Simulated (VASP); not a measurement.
# SnO2 (R-3m) in VASP: notebook

Runs on SnO2. Level: PBE. Tasks: single point.

Program: VASP 6.6.1. These are calculated values, not measurements. Logs are shortened: lines on timing, memory, paths and dates and some standing lists are left out, and cuts for length are marked.

**1. The cell of the first run**

The structure is trigonal, space group R-3m (No. 166). The conventional cell has a = 3.395 Å, b = 3.395 Å, c = 15.935 Å, α = 90.00°, β = 90.00°, γ = 120.00°. Within 3.0 Å of Sn (site symmetry -3m) lie 6 O at 2.24 Å. Within 3.0 Å of O (site symmetry 3m) lie 3 Sn at 2.24 Å and 3 O at 2.93 Å.

**2. Single point, PBE**

INCAR reads:

```
SYSTEM = SnO2
PREC = Accurate
ENCUT = 520
EDIFF = 1E-6
ISMEAR = 0
SIGMA = 0.05
LREAL = .False.
LASPH = .True.
NELM = 100
ALGO = Normal
ISIF = 2
LWAVE = .False.
LCHARG = .False.
GGA = PE
NBANDS = 20
```

KPOINTS reads:

```
regular mesh
0
Gamma
  12 12 12
  0 0 0
```

POSCAR reads:

```
SnO2
1.0
    1.6976000000      0.9801098170      5.3117000000
   -1.6976000000      0.9801098170      5.3117000000
    0.0000000000     -1.9602196339      5.3117000000
Sn O
1 2
Direct
    0.5000000000      0.5000000000      0.5000000000
    0.2348826742      0.2348826742      0.2348826742
    0.7651173258      0.7651173258      0.7651173258
```

Potentials or basis: VASP PAW PBE potentials, release 64 (Sn_d, O).

Command:

```console
> cat potpaw_PBE.64/Sn_d/POTCAR potpaw_PBE.64/O/POTCAR > POTCAR
> mpirun -np 1 vasp_std > vasp.out
```

OUTCAR:

```text
SYSTEM = SnO2
   PREC = Accurate
   ENCUT = 520
   EDIFF = 1E-6
   ISMEAR = 0
   LREAL = .False.
   LASPH = .True.
   NELM = 100
   ISIF = 2
   GGA = PE

 ion  position               nearest neighbor table
   1  0.500  0.500  0.500-   2 2.24   3 2.24   2 2.24   2 2.24   3 2.24   3 2.24
   2  0.235  0.235  0.235-   1 2.24   1 2.24   1 2.24
   3  0.765  0.765  0.765-   1 2.24   1 2.24   1 2.24

  LATTYP: Found a trigonal (rhomboedric) cell.
 ALAT       =     5.6618564008
 COS(alpha) =     0.8202027570

  Lattice vectors:

 A1 = (   1.6976000000,   0.9801098170,   5.3117000000)
 A2 = (  -1.6976000000,   0.9801098170,   5.3117000000)
 A3 = (   0.0000000000,  -1.9602196339,   5.3117000000)

Analysis of symmetry for initial positions (statically):
=====================================================================
 Subroutine PRICEL returns:
 Original cell was already a primitive cell.

 Routine SETGRP: Setting up the symmetry group for a
 trigonal (rhombohedral) supercell.

 Subroutine GETGRP returns: Found 12 space group operations
 (whereof 12 operations were pure point group operations)
 out of a pool of 12 trial point group operations.

The static configuration has the point symmetry D_3d.

Analysis of symmetry for dynamics (positions and initial velocities):
=====================================================================
 Subroutine PRICEL returns:
 Original cell was already a primitive cell.

 Routine SETGRP: Setting up the symmetry group for a
 trigonal (rhombohedral) supercell.

 Subroutine GETGRP returns: Found 12 space group operations
 (whereof 12 operations were pure point group operations)
 out of a pool of 12 trial point group operations.

The dynamic configuration has the point symmetry D_3d.

 Subroutine INISYM returns: Found 12 space group operations
 (whereof 12 operations are pure point group operations),
 and found     1 'primitive' translations

----------------------------------------------------------------------------------------

                                     Primitive cell

  volume of cell :      53.0267

  direct lattice vectors                    reciprocal lattice vectors
     1.697600000  0.980109817  5.311700000     0.294533459  0.170048972  0.062754548
    -1.697600000  0.980109817  5.311700000    -0.294533459  0.170048972  0.062754548
     0.000000000 -1.960219634  5.311700000     0.000000000 -0.340097944  0.062754548

  length of vectors
     5.661856401  5.661856401  5.661856401     0.345839189  0.345839189  0.345839189

  position of ions in fractional coordinates (direct lattice)
     0.500000000  0.500000000  0.500000000
     0.234882674  0.234882674  0.234882674
     0.765117326  0.765117326  0.765117326

  ion indices of the primitive-cell ions
   primitive index   ion index
                 1           1
                 2           2
                 3           3

----------------------------------------------------------------------------------------

 KPOINTS: regular mesh

Automatic generation of k-mesh.
 Grid dimensions read from file:
 generate k-points for:   12   12   12

 Generating k-lattice:

  Cartesian coordinates                     Fractional coordinates (reciprocal lattice)
     0.024544455  0.014170748  0.005229546     0.083333333  0.000000000  0.000000000
    -0.024544455  0.014170748  0.005229546     0.000000000  0.083333333  0.000000000
     0.000000000 -0.028341495  0.005229546     0.000000000  0.000000000  0.083333333

  Length of vectors
     0.028819932  0.028819932  0.028819932

  Shift w.r.t. Gamma in fractional coordinates (k-lattice)
     0.000000000  0.000000000  0.000000000

 Subroutine IBZKPT returns following result:
 ===========================================

 Found    189 irreducible k-points:

 Following reciprocal coordinates:
            Coordinates               Weight
  0.000000  0.000000  0.000000      1.000000
  0.083333  0.000000  0.000000      6.000000
  0.166667  0.000000  0.000000      6.000000
  0.250000 -0.000000  0.000000      6.000000
  0.333333  0.000000  0.000000      6.000000
  0.416667  0.000000  0.000000      6.000000
[... 16 lines left out ...]
  0.500000  0.166667  0.000000     12.000000
 -0.416667  0.166667  0.000000     12.000000
 [... further k-points ...]
   k-points           NKPTS =    189   k-points in BZ     NKDIM =    189   number of bands    NBANDS=     20
   number of dos      NEDOS =    301   number of ions     NIONS =      3
   total plane-waves  NPLWV =  74088
   dimension x,y,z NGX =    42 NGY =   42 NGZ =   42
   dimension x,y,z NGXF=    84 NGYF=   84 NGZF=   84
   ions per type =               1   2
   NGX,Y,Z   is equivalent  to a cutoff of  12.33, 12.33, 12.33 a.u.
   NGXF,Y,Z  is equivalent  to a cutoff of  24.66, 24.66, 24.66 a.u.
 SYSTEM =  SnO2
   PREC   = accura    normal or accurate (medium, high low for compatibility)
   ISTART =      0    job   : 0-new  1-cont  2-samecut
   ICHARG =      2    charge: 1-file 2-atom 10-const
   ISPIN  =      1    spin polarized calculation?
   LNONCOLLINEAR =      F non collinear calculations
   LSORBIT =      F    spin-orbit coupling
   LASPH  =      T    aspherical Exc in radial PAW
   ENCUT  =  520.0 eV  38.22 Ry    6.18 a.u.  10.53 10.53 10.53*2*pi/ulx,y,z
   NELM   =    100;   NELMIN=  2; NELMDL= -5     # of ELM steps
   EDIFF  = 0.1E-05   stopping-criterion for ELM
   LREAL  =      F    real-space projection
   EDIFFG = 0.1E-04   stopping-criterion for IOM
   NSW    =      0    number of steps for IOM
   IBRION =     -1    ionic relax: 0-MD 1-quasi-New 2-CG
   NFREE  =      0    steps in history (QN), initial steepest desc. (CG)
   ISIF   =      2    stress and relaxation
   ISYM   =      2    0-nonsym 1-usesym 2-fastsym
   POTIM  = 0.5000    time-step for ionic-motion
   TEBEG  =    0.0;   TEEND  =   0.0 temperature during run
   PSTRESS=    0.0 pullay stress
   NELECT =      26.0000    total number of electrons
   NUPDOWN=      -1.0000    fix difference up-down
   EMIN   =  10.00;   EMAX   =-10.00  energy-range for DOS
   EFERMI =   0.00;   METHOD = LEGACY
   ISMEAR =     0;   SIGMA  =   0.05  broadening in eV -4-tet -1-fermi 0-gaus
   EFERMI_NEDOS =   21; number of points for ismear=-14 and -15
   IALGO  =     38    algorithm
   IMIX   =      4    mixing-type and parameters
     AMIX     =   0.40;   BMIX     =  1.00
     AMIX_MAG =   1.60;   BMIX_MAG =  1.00
  volume/ion in A,a.u.               =      17.68       119.28
  Fermi-wavevector in a.u.,A,eV,Ry     =   1.290925  2.439494 22.673934  1.666487
  Thomas-Fermi vector in A             =   2.422726
   LORBIT       =      0    0 simple, 1 ext, 2 COOP (PROOUT), +10 PAW based schemes
   GGA     = PE    functional components
   LHFCALC =     F    Hartree Fock is set to
   AEXX    =    0.0000 exact exchange contribution
   IVDW    =     0    specifies the selected vdW correction
   LEPSILON=     F    determine dielectric tensor
   LRPA    =     F    only Hartree local field effects (RPA)
 non-spin polarized calculation
 Gauss-broadening in eV      SIGMA  =   0.05
  energy-cutoff  :      520.00
  volume of cell :       53.03
 maximum number of plane-waves:      1447
   NGX = 21   NGY = 21   NGZ = 21

 number of electron      26.0000005 magnetization

 Free energy of the ion-electron system (eV)
  ---------------------------------------------------
  ext. energy  EPLUGINS =         0.00000000
  ---------------------------------------------------
  free energy    TOTEN  =       -17.78549753 eV

  energy without entropy =      -17.78549753  energy(sigma->0) =      -17.78549753

 E-fermi :   1.7260     XC(G=0):  -8.9845

 val. band max:        1.4277286196   @ k =  -0.1667   0.1667   0.0000
 cond. band min:       2.6954747210   @ k =   0.0000   0.0000   0.0000
 fundamental gap:      1.2677461014
 Fermi energy:         1.7260263910

 k-point     1 :       0.0000    0.0000    0.0000
  band No.  band energies     occupation
      1     -18.6756      2.00000
      2     -18.5644      2.00000
      3     -18.5644      2.00000
      4     -18.5022      2.00000
      5     -18.5022      2.00000
      6     -15.6766      2.00000
[... 12 lines left out ...]
     19      17.3967      0.00000
     20      17.3967      0.00000

 k-point     2 :       0.0833    0.0000    0.0000
  band No.  band energies     occupation
      1     -18.6662      2.00000
      2     -18.5902      2.00000
      3     -18.5568      2.00000
      4     -18.5079      2.00000
      5     -18.5013      2.00000
      6     -15.6317      2.00000
[... 12 lines left out ...]
     19      16.0268      0.00000
     20      17.4691      0.00000

 k-point     3 :       0.1667    0.0000    0.0000
  band No.  band energies     occupation
      1     -18.6801      2.00000
      2     -18.6253      2.00000
      3     -18.5422      2.00000
      4     -18.5175      2.00000
      5     -18.4927      2.00000
      6     -15.4988      2.00000
[... 12 lines left out ...]
     19      14.7835      0.00000
     20      17.7059      0.00000

 k-point     4 :       0.2500   -0.0000    0.0000
  band No.  band energies     occupation
      1     -18.7776      2.00000
      2     -18.5988      2.00000
      3     -18.5374      2.00000
      4     -18.5226      2.00000
      5     -18.4654      2.00000
      6     -15.2905      2.00000
[... 12 lines left out ...]
     19      13.8409      0.00000
     20      17.2985      0.00000

 k-point     5 :       0.3333    0.0000    0.0000
  band No.  band energies     occupation
      1     -18.8748      2.00000
      2     -18.5835      2.00000
      3     -18.5402      2.00000
      4     -18.5132      2.00000
      5     -18.4300      2.00000
      6     -15.0443      2.00000
[... 12 lines left out ...]
     19      13.2151      0.00000
     20      15.8782      0.00000
[... 353 lines left out ...]
      6     -15.1504      2.00000
[... 12 lines left out ...]
     19      13.8786      0.00000
     20      16.3173      0.00000

 k-point    22 :       0.4167    0.1667    0.0000
  band No.  band energies     occupation
      1     -18.8459      2.00000
      2     -18.6135      2.00000
      3     -18.5513      2.00000
      4     -18.5244      2.00000
      5     -18.4360      2.00000
      6     -14.8862      2.00000
[... 12 lines left out ...]
     19      13.8395      0.00000
     20      15.2943      0.00000

 k-point    23 :       0.5000    0.1667    0.0000
  band No.  band energies     occupation
      1     -18.8902      2.00000
      2     -18.6137      2.00000
      3     -18.5585      2.00000
      4     -18.5059      2.00000
      5     -18.4334      2.00000
      6     -14.6433      2.00000
[... 12 lines left out ...]
     19      14.1044      0.00000
     20      14.3410      0.00000

 k-point    24 :      -0.4167    0.1667    0.0000
  band No.  band energies     occupation
      1     -18.9063      2.00000
      2     -18.6147      2.00000
      3     -18.5615      2.00000
      4     -18.4939      2.00000
      5     -18.4364      2.00000
      6     -14.5386      2.00000
[... 12 lines left out ...]
     19      13.5925      0.00000
     20      14.4312      0.00000

 [... further k-points ...]
[... 5 lines left out ...]
  --------------------------------------------------------------------------------------
  -------------------------------------------------------------------------------------
  Total       -5.6677780     -5.6677780     -3.3138720      0.0000000     -0.0000000     -0.0000000
  in kB     -171.2491860   -171.2491860   -100.1270483      0.0000000     -0.0000000     -0.0000000
  external PRESSURE =    -147.5418068 kB  Pullay stress =       0.0000000 kB

 VOLUME and BASIS-vectors are now :
 -----------------------------------------------------------------------------
  energy-cutoff  :      520.00
  volume of cell :       53.03
      direct lattice vectors                 reciprocal lattice vectors
     1.697600000  0.980109817  5.311700000     0.294533459  0.170048972  0.062754548
    -1.697600000  0.980109817  5.311700000    -0.294533459  0.170048972  0.062754548
     0.000000000 -1.960219634  5.311700000     0.000000000 -0.340097944  0.062754548

 POSITION                                       TOTAL-FORCE (eV/Angst)
 -----------------------------------------------------------------------------------
      0.00000      0.00000      7.96755         0.000000      0.000000     -0.000000
      0.00000      0.00000      3.74288        -0.000000     -0.000000     -1.443929
      0.00000      0.00000     12.19222        -0.000000      0.000000      1.443929
 -----------------------------------------------------------------------------------
    total drift:                               -0.000000      0.000000     -0.000000

  FREE ENERGIE OF THE ION-ELECTRON SYSTEM (eV)
  ---------------------------------------------------
  free  energy   TOTEN  =       -17.7854975332 eV

  energy  without entropy=      -17.7854975332  energy(sigma->0) =      -17.78549753
```

Wall time 5.6 min (1 thread of Intel Xeon Platinum 8488C (Sapphire Rapids), shared host); peak memory 0.38 GiB.

Results:

| Quantity | Value |
| --- | --- |
| Free energy | -17.7855 eV |
| Pressure | -14.8 GPa |
| Largest force | 1.444 eV/Å |
| Band gap on the k mesh | 1.27 eV, indirect (least direct gap 1.34 eV) |

Forces in eV/Å, atoms in the order of the input:
```
Sn   0.000  0.000  0.000
O    0.000  0.000 -1.444
O    0.000  0.000  1.444
```

Stress tensor (GPa, compression positive):
```
-17.12   0.00   0.00
  0.00 -17.12   0.00
  0.00   0.00 -10.01
```

Levels at points of the mesh, in eV from the valence-band top:
| k point | band 10 | band 11 | band 12 | band 13 | band 14 | band 15 | band 16 | band 17 |
| --- | --- | --- | --- | --- | --- | --- | --- | --- |
| (0.00, 0.00, 0.00) | -1.05 | -0.80 | -0.80 | -0.07 | 1.27 | 5.01 | 9.74 | 9.74 |
| (0.50, 0.00, 0.00) | -2.42 | -1.19 | -0.54 | -0.35 | 3.89 | 6.64 | 8.95 | 10.80 |
| (0.50, 0.50, 0.00) | -2.47 | -1.02 | -0.48 | -0.06 | 3.76 | 6.13 | 9.23 | 10.67 |
| (0.50, 0.50, 0.50) | -1.08 | -0.78 | -0.78 | -0.73 | 2.09 | 4.81 | 9.81 | 9.81 |

Caveat: spin-orbit coupling is left out, which moves the levels of the heavy elements; forces of over 1 eV/Å act on the atoms, so gaps and moduli don't describe the material at rest. A k mesh can miss the band edges.

(Continued in part 2 of 2.)
